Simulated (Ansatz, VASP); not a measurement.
**Be: VASP beside Ansatz**

```
CELL_PARAMETERS angstrom
0.00000 1.80960 4.27818
1.13523 0.00000 4.27818
1.13523 1.80960 0.00000
ATOMIC_POSITIONS crystal
Be 0.85812 0.85812 0.14188
Be 0.14188 0.14188 0.85812
```

Alike in both runs: functional PBEsol; k mesh 28 × 28 × 28; occupations gaussian, width 0.1 eV; no spin polarisation.

Ansatz relaxed the structure, and its values are those at the end. VASP's run is a single point on that final structure, the one shown.

```csv
,VASP,Ansatz
version,VASP 6.6.1,Ansatz 0.2.0
potentials or method,"VASP PAW PBE potentials, release 64 (Be), cutoff 520 eV","scalar-relativistic, plane waves, PAW"
valence electrons in the cell,4,4
```

```tsv
	VASP	Ansatz	Ansatz less VASP
gap on the k mesh at the Fermi level (eV)	none	none	-
pressure (GPa)	0.3	0.0	-0.32
rms of the force components (eV/Å)	0.008	0.000	-0.0077
```

VASP's potentials were made for PBE, not for PBEsol. A gap of «none» marks a metal or a gap that the smearing closes.
